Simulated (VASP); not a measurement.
Write the native input for VASP 6.6.1 that does the following.

- Task: relaxation of cell and atoms
- Functional: PBE
- Potentials or basis: VASP PAW PBE potentials, release 64 (Ge_d, W_sv)
- Cutoff: 600 eV
- k mesh: 9 × 9 × 9
- Occupations: fermi-dirac, width 0.05 eV
- Spin: no spin polarisation
- Hubbard terms: W d U = 3.0 eV
- Dipole correction: no
- Further INCAR settings: ALGO = Normal; EDIFF = 1e-06; IBRION = 2; EDIFFG = -0.01; NSW = 60; ISIF = 3

The structure of GeW lies in POSCAR:

```
GeW
1.0
    0.0000000000      2.5776100000      2.5776100000
    2.5776100000      0.0000000000      2.5776100000
    2.5776100000      2.5776100000      0.0000000000
Ge W
1 1
Direct
    0.5000000000      0.5000000000      0.5000000000
    0.0000000000      0.0000000000      0.0000000000
```

The input as run:

INCAR

```
SYSTEM = GeW
  ALGO = Normal
  EDIFF = 1E-6
  EDIFFG = -0.01
  ENCUT = 600
  GGA = PE
  IBRION = 2
  ISIF = 3
  ISMEAR = -1
  LASPH = .True.
  LCHARG = .False.
  LDAU = .True.
  LDAUJ = 0 0
  LDAUL = -1 2
  LDAUPRINT = 1
  LDAUTYPE = 2
  LDAUU = 0 3
  LMAXMIX = 4
  LREAL = .False.
  LWAVE = .False.
  NELM = 150
  NSW = 60
  PREC = Accurate
  SIGMA = 0.05
```

KPOINTS

```
k-points
0
Gamma
  9 9 9
  0 0 0
```

Potentials or basis: VASP PAW PBE potentials, release 64 (Ge_d, W_sv).

Command:

```bash
$ cat potpaw_PBE.64/Ge_d/POTCAR potpaw_PBE.64/W_sv/POTCAR > POTCAR
$ mpirun -np 1 vasp_std > vasp.out
```

It gave:

| Item | Value |
| --- | --- |
| Relaxed volume | 17.43 Å³/atom |
| Relaxed cell | a = 3.667 Å, b = 3.667 Å, c = 3.667 Å, α = 60.00°, β = 60.00°, γ = 60.00° |
| Space group after relaxing (to 0.05 Å) | Fm-3m (No. 225) |
| Energy gained by relaxing | 2.8 meV/atom |
| Ionic steps | 3 |
| Pressure after relaxing | 0.0 GPa |
| Band gap on the k mesh | zero (band 14 reaches 9.56 eV, above the bottom of band 15 at 7.88 eV) |

Caveat: spin-orbit coupling is left out, which moves the levels of the heavy elements; U without spin polarisation on a metal has little footing; the U is typed as a test and isn't derived for this compound.

Wall time 2.3 min on 1 thread of AMD EPYC 7R13, with other jobs on the host, peak memory 0.16 GiB.
